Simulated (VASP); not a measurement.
# Cd (Fd-3m) in VASP: notebook, part 2 of 2

VASP 6.6.1. The steps go on from the part before.

## Step 4: Single point, PBE (volume scaled by 0.96)

Contents of INCAR:

```
SYSTEM = Cd
PREC = Accurate
ENCUT = 520
EDIFF = 1E-6
ISMEAR = -1
SIGMA = 0.1
LREAL = .FALSE.
LASPH = .TRUE.
NELM = 100
ALGO = Normal
ISIF = 2
LWAVE = .FALSE.
LCHARG = .FALSE.
GGA = PE
NBANDS = 19
```

Contents of KPOINTS:

```
regular mesh
0
G
  13 13 13
  0 0 0
```

Contents of POSCAR:

```
Cd
1.0
    0.0000000000      3.2950740282      3.2950740282
    3.2950740282      0.0000000000      3.2950740282
    3.2950740282      3.2950740282      0.0000000000
Cd
2
Direct
    0.1250000000      0.1250000000      0.1250000000
    0.8750000000      0.8750000000      0.8750000000
```

Potentials or basis: VASP PAW PBE potentials, release 64 (Cd).

Command:

```bash
> cat potpaw_PBE.64/Cd/POTCAR > POTCAR
> mpirun -np 1 vasp_std > vasp.out
```

OUTCAR:

```text
SYSTEM = Cd
   PREC = Accurate
   ENCUT = 520
   EDIFF = 1E-6
   ISMEAR = -1
   LREAL = .FALSE.
   LASPH = .TRUE.
   NELM = 100
   ISIF = 2
   GGA = PE

 ion  position               nearest neighbor table
   1  0.125  0.125  0.125-   2 2.85   2 2.85   2 2.85   2 2.85
   2  0.875  0.875  0.875-   1 2.85   1 2.85   1 2.85   1 2.85

  LATTYP: Found a face centered cubic cell.
 ALAT       =     6.5901480564

  Lattice vectors:

 A1 = (   0.0000000000,   3.2950740282,   3.2950740282)
 A2 = (   3.2950740282,   0.0000000000,   3.2950740282)
 A3 = (   3.2950740282,   3.2950740282,   0.0000000000)

Analysis of symmetry for initial positions (statically):
=====================================================================
 Subroutine PRICEL returns:
 Original cell was already a primitive cell.

 Routine SETGRP: Setting up the symmetry group for a
 face centered cubic supercell.

 Subroutine GETGRP returns: Found 48 space group operations
 (whereof 12 operations were pure point group operations)
 out of a pool of 48 trial point group operations.

The static configuration has the point symmetry D_3d.
 The point group associated with its full space group is O_h .

Analysis of symmetry for dynamics (positions and initial velocities):
=====================================================================
 Subroutine PRICEL returns:
 Original cell was already a primitive cell.

 Routine SETGRP: Setting up the symmetry group for a
 face centered cubic supercell.

 Subroutine GETGRP returns: Found 48 space group operations
 (whereof 12 operations were pure point group operations)
 out of a pool of 48 trial point group operations.

The dynamic configuration has the point symmetry D_3d.
 The point group associated with its full space group is O_h .

 Subroutine INISYM returns: Found 48 space group operations
 (whereof 12 operations are pure point group operations),
 and found     1 'primitive' translations

----------------------------------------------------------------------------------------

                                     Primitive cell

  volume of cell :      71.5526

  direct lattice vectors                    reciprocal lattice vectors
     0.000000000  3.295074028  3.295074028    -0.151741659  0.151741659  0.151741659
     3.295074028  0.000000000  3.295074028     0.151741659 -0.151741659  0.151741659
     3.295074028  3.295074028  0.000000000     0.151741659  0.151741659 -0.151741659

  length of vectors
     4.659938380  4.659938380  4.659938380     0.262824263  0.262824263  0.262824263

  position of ions in fractional coordinates (direct lattice)
     0.125000000  0.125000000  0.125000000
     0.875000000  0.875000000  0.875000000

  ion indices of the primitive-cell ions
   primitive index   ion index
                 1           1
                 2           2

----------------------------------------------------------------------------------------

 KPOINTS: regular mesh

Automatic generation of k-mesh.
 Grid dimensions read from file:
 generate k-points for:   13   13   13

 Generating k-lattice:

  Cartesian coordinates                     Fractional coordinates (reciprocal lattice)
    -0.011672435  0.011672435  0.011672435     0.076923077  0.000000000  0.000000000
     0.011672435 -0.011672435  0.011672435     0.000000000  0.076923077  0.000000000
     0.011672435  0.011672435 -0.011672435     0.000000000  0.000000000  0.076923077

  Length of vectors
     0.020217251  0.020217251  0.020217251

  Shift w.r.t. Gamma in fractional coordinates (k-lattice)
     0.000000000  0.000000000  0.000000000

 Subroutine IBZKPT returns following result:
 ===========================================

 Found     84 irreducible k-points:

 Following reciprocal coordinates:
            Coordinates               Weight
  0.000000  0.000000  0.000000      1.000000
  0.076923  0.000000  0.000000      8.000000
  0.153846  0.000000  0.000000      8.000000
  0.230769  0.000000  0.000000      8.000000
  0.307692  0.000000  0.000000      8.000000
  0.384615  0.000000  0.000000      8.000000
[... 16 lines left out ...]
  0.384615  0.153846  0.000000     24.000000
  0.461538  0.153846  0.000000     24.000000
 [... further k-points ...]
   k-points           NKPTS =     84   k-points in BZ     NKDIM =     84   number of bands    NBANDS=     19
   number of dos      NEDOS =    301   number of ions     NIONS =      2
   total plane-waves  NPLWV =  46656
   dimension x,y,z NGX =    36 NGY =   36 NGZ =   36
   dimension x,y,z NGXF=    72 NGYF=   72 NGZF=   72
   ions per type =               2
   NGX,Y,Z   is equivalent  to a cutoff of  12.84, 12.84, 12.84 a.u.
   NGXF,Y,Z  is equivalent  to a cutoff of  25.69, 25.69, 25.69 a.u.
 SYSTEM =  Cd
   PREC   = accura    normal or accurate (medium, high low for compatibility)
   ISTART =      0    job   : 0-new  1-cont  2-samecut
   ICHARG =      2    charge: 1-file 2-atom 10-const
   ISPIN  =      1    spin polarized calculation?
   LNONCOLLINEAR =      F non collinear calculations
   LSORBIT =      F    spin-orbit coupling
   LASPH  =      T    aspherical Exc in radial PAW
   ENCUT  =  520.0 eV  38.22 Ry    6.18 a.u.   8.66  8.66  8.66*2*pi/ulx,y,z
   NELM   =    100;   NELMIN=  2; NELMDL= -5     # of ELM steps
   EDIFF  = 0.1E-05   stopping-criterion for ELM
   LREAL  =      F    real-space projection
   EDIFFG = 0.1E-04   stopping-criterion for IOM
   NSW    =      0    number of steps for IOM
   IBRION =     -1    ionic relax: 0-MD 1-quasi-New 2-CG
   NFREE  =      0    steps in history (QN), initial steepest desc. (CG)
   ISIF   =      2    stress and relaxation
   ISYM   =      2    0-nonsym 1-usesym 2-fastsym
   POTIM  = 0.5000    time-step for ionic-motion
   TEBEG  =    0.0;   TEEND  =   0.0 temperature during run
   PSTRESS=    0.0 pullay stress
   NELECT =      24.0000    total number of electrons
   NUPDOWN=      -1.0000    fix difference up-down
   EMIN   =  10.00;   EMAX   =-10.00  energy-range for DOS
   EFERMI =   0.00;   METHOD = LEGACY
   ISMEAR =    -1;   SIGMA  =   0.10  broadening in eV -4-tet -1-fermi 0-gaus
   EFERMI_NEDOS =   21; number of points for ismear=-14 and -15
   IALGO  =     38    algorithm
   IMIX   =      4    mixing-type and parameters
     AMIX     =   0.40;   BMIX     =  1.00
     AMIX_MAG =   1.60;   BMIX_MAG =  1.00
  volume/ion in A,a.u.               =      35.78       241.43
  Fermi-wavevector in a.u.,A,eV,Ry     =   1.137462  2.149491 17.603474  1.293819
  Thomas-Fermi vector in A             =   2.274167
   LORBIT       =      0    0 simple, 1 ext, 2 COOP (PROOUT), +10 PAW based schemes
   GGA     = PE    functional components
   LHFCALC =     F    Hartree Fock is set to
   AEXX    =    0.0000 exact exchange contribution
   IVDW    =     0    specifies the selected vdW correction
   LEPSILON=     F    determine dielectric tensor
   LRPA    =     F    only Hartree local field effects (RPA)
 non-spin polarized calculation
  energy-cutoff  :      520.00
  volume of cell :       71.55
 maximum number of plane-waves:      1948
   NGX = 17   NGY = 17   NGZ = 17

 number of electron      24.0000014 magnetization

 Free energy of the ion-electron system (eV)
  ---------------------------------------------------
  ext. energy  EPLUGINS =         0.00000000
  ---------------------------------------------------
  free energy    TOTEN  =        -0.84853026 eV

  energy without entropy =       -0.81175724  energy(sigma->0) =       -0.83014375

 E-fermi :   0.2459     XC(G=0):  -8.3019

 val. band max:        0.2335271322   @ k =  -0.3846   0.3077   0.0769
 cond. band min:       0.2502176561   @ k =  -0.4615   0.3077   0.0000
 fundamental gap:      0.0166905239
 Fermi energy:         0.2458647562

 k-point     1 :       0.0000    0.0000    0.0000
  band No.  band energies     occupation
      1      -8.9405      2.00000
      2      -8.9405      2.00000
      3      -8.9405      2.00000
      4      -8.8860      2.00000
      5      -8.8860      2.00000
      6      -8.1985      2.00000
[... 11 lines left out ...]
     18       5.8720      0.00000
     19       7.3191      0.00000

 k-point     2 :       0.0769    0.0000    0.0000
  band No.  band energies     occupation
      1      -8.9606      2.00000
      2      -8.9606      2.00000
      3      -8.9389      2.00000
      4      -8.8601      2.00000
      5      -8.8601      2.00000
      6      -8.2069      2.00000
[... 476 lines left out ...]
 k-point    24 :       0.4615    0.1538    0.0000
  band No.  band energies     occupation
      1      -9.0630      2.00000
      2      -9.0054      2.00000
      3      -8.8951      2.00000
      4      -8.7186      2.00000
      5      -8.6712      2.00000
      6      -8.4420      2.00000
[... 11 lines left out ...]
     18       8.2060      0.00000
     19       9.5644      0.00000

 [... further k-points ...]
[... 5 lines left out ...]
  --------------------------------------------------------------------------------------
  -------------------------------------------------------------------------------------
  Total        0.4306747      0.4306747      0.4306747     -0.0000000      0.0000000      0.0000000
  in kB        9.6434945      9.6434945      9.6434945     -0.0000000      0.0000000      0.0000000
  external PRESSURE =       9.6434945 kB  Pullay stress =       0.0000000 kB

 VOLUME and BASIS-vectors are now :
 -----------------------------------------------------------------------------
  energy-cutoff  :      520.00
  volume of cell :       71.55
      direct lattice vectors                 reciprocal lattice vectors
     0.000000000  3.295074028  3.295074028    -0.151741659  0.151741659  0.151741659
     3.295074028  0.000000000  3.295074028     0.151741659 -0.151741659  0.151741659
     3.295074028  3.295074028  0.000000000     0.151741659  0.151741659 -0.151741659

 POSITION                                       TOTAL-FORCE (eV/Angst)
 -----------------------------------------------------------------------------------
      0.82377      0.82377      0.82377        -0.000000     -0.000000     -0.000000
      5.76638      5.76638      5.76638         0.000000      0.000000      0.000000
 -----------------------------------------------------------------------------------
    total drift:                                0.000000      0.000000      0.000000

  FREE ENERGIE OF THE ION-ELECTRON SYSTEM (eV)
  ---------------------------------------------------
  free  energy   TOTEN  =        -0.8485302642 eV

  energy  without entropy=       -0.8117572377  energy(sigma->0) =       -0.83014375
```

OSZICAR:

```text
N       E                     dE             d eps       ncg     rms          rms(c)
DAV:   1     0.159163095613E+03    0.15916E+03   -0.12109E+04  3192   0.116E+03
DAV:   2     0.330365350015E+01   -0.15586E+03   -0.15092E+03  3312   0.305E+02
DAV:   3    -0.893582006971E+00   -0.41972E+01   -0.41892E+01  3653   0.563E+01
DAV:   4    -0.903774702392E+00   -0.10193E-01   -0.10192E-01  3450   0.281E+00
DAV:   5    -0.903834132130E+00   -0.59430E-04   -0.59429E-04  3510   0.182E-01    0.232E+00
DAV:   6    -0.851399261392E+00    0.52435E-01   -0.14375E-01  3541   0.382E+00    0.202E+00
DAV:   7    -0.848289220502E+00    0.31100E-02   -0.13357E-02  3389   0.860E-01    0.109E+00
DAV:   8    -0.848408109356E+00   -0.11889E-03   -0.21039E-03  3384   0.457E-01    0.414E-02
DAV:   9    -0.848503670289E+00   -0.95561E-04   -0.76044E-05  3489   0.553E-02    0.247E-02
DAV:  10    -0.848529918903E+00   -0.26249E-04   -0.33233E-05  3403   0.427E-02    0.299E-03
DAV:  11    -0.848530264160E+00   -0.34526E-06   -0.16399E-06  2830   0.831E-03
   1 F= -.84853026E+00 E0= -.83014375E+00  d E =-.367730E-01
```

Wall time 64 s (1 thread of Intel Xeon 6975P-C, shared host); peak memory 0.25 GiB.

Results:

```yaml
Free_energy: -0.8485 eV
Pressure: 1.0 GPa
Band_gap_on_the_k_mesh: zero (band 12 reaches 4.67 eV, above the bottom of band 13 at -0.17 eV)
```

Caveat: the cell differs from its parent crystal (volume scaled by 0.96).

## Step 5: Single point, PBE

This run uses another cell than the first one, of 37.27 Å³/atom, 1.087 times its volume.

Contents of INCAR:

```
ALGO     = Normal         # electronic algorithm
EDIFF    = 1E-6           # SCF threshold, eV
ENCUT    = 520            # plane-wave cutoff, eV
GGA      = PE             # functional
ISIF     = 2              # what is computed and relaxed
ISMEAR   = -1             # smearing method
LASPH    = T              # aspherical terms in the spheres
LCHARG   = F              # write CHGCAR
LREAL    = F              # projectors in reciprocal space
LWAVE    = F              # write WAVECAR
NBANDS   = 19             # bands
NELM     = 80             # most SCF steps
PREC     = Accurate       # precision mode
SIGMA    = 0.1            # smearing width, eV
```

Contents of KPOINTS:

```
k-points
0
Gamma
  13 13 13
```

Contents of POSCAR:

```
Cd
1.0
    0.0000000000      3.3402176383      3.3402176383
    3.3402176383      0.0000000000      3.3402176383
    3.3402176383      3.3402176383      0.0000000000
Cd
2
Direct
    0.1250000000      0.1250000000      0.1250000000
    0.8750000000      0.8750000000      0.8750000000
```

Command:

```bash
> cat potpaw_PBE.64/Cd/POTCAR > POTCAR
> mpirun -np 1 vasp_std > vasp.out
```

Run time: 65 s. Hardware: 1 thread of Intel Xeon 6975P-C, shared host; peak memory 0.26 GiB.

The run converged. Its results:

* Free energy: -0.8592 eV
* Pressure: 0.2 GPa
* Band gap on the k mesh: zero (band 12 reaches 4.36 eV, above the bottom of band 13 at -0.25 eV)

Levels at points of the mesh, in eV from the Fermi level:
```csv
k point,band 8,band 9,band 10,band 11,band 12,band 13,band 14,band 15,band 16,band 17
"(0.00, 0.00, 0.00)",-8.44,-8.30,-8.30,-6.31,4.25,4.25,4.25,4.79,5.46,5.46
```

## Step 6: Single point, PBE

This run uses another cell than the first one, of 37.27 Å³/atom, 1.087 times its volume.

Contents of INCAR:

```
SYSTEM = Cd
PREC = Accurate
ENCUT = 520
EDIFF = 1E-6
ISMEAR = -1
SIGMA = 0.1
LREAL = .False.
LASPH = .True.
NELM = 80
ALGO = Normal
ISIF = 2
LWAVE = .False.
LCHARG = .False.
GGA = PE
NBANDS = 19
```

Contents of KPOINTS:

```
regular mesh
0
Gamma
  13 13 13
  0 0 0
```

POSCAR is that of step 5.

Potentials or basis: VASP PAW PBE potentials, release 64 (Cd).

Command:

```bash
> cat potpaw_PBE.64/Cd/POTCAR > POTCAR
> mpirun -np 1 vasp_std > vasp.out
```

Run time: 64 s. Hardware: 1 thread of Intel Xeon 6975P-C, shared host; peak memory 0.26 GiB.

Results (log left out):

```
Free energy            : -0.8592 eV
Pressure               : 0.2 GPa
Band gap on the k mesh : zero (band 12 reaches 4.36 eV, above the bottom of band 13 at -0.25 eV)
```

Levels at points of the mesh, in eV from the Fermi level:
```
           k point  band 9  band 10  band 11  band 12  band 13  band 14  band 15  band 16
(0.00, 0.00, 0.00)   -8.30    -8.30    -6.31     4.25     4.25     4.25     4.79     5.46
```

## Step 7: The runs side by side

```tsv
task	cell	k mesh	cutoff (eV)	gap on the mesh (eV)	pressure (GPa)
single point	a = 4.594 Å, angles 60.0°, 2 atoms	13 × 13 × 13	520	none	1.9
relaxation of cell and atoms	relaxed from a = 4.352 Å, angles 60.0°, 2 atoms	9 × 9 × 9	600	none	0.0
single point	a = 4.660 Å, angles 60.0°, 2 atoms	13 × 13 × 13	520	none	1.0
single point	a = 4.724 Å, angles 60.0°, 2 atoms	13 × 13 × 13	520	none	0.2
```

Alike in all rows: level PBE; potentials or basis VASP PAW PBE potentials, release 64 (Cd); no spin polarisation; smearing fermi-dirac 0.1 eV.

Caveats: the volume moved by over 15 % at a fixed basis, so the end points are rough (some runs).

Absolute energies hang on the potentials; compare differences alone.
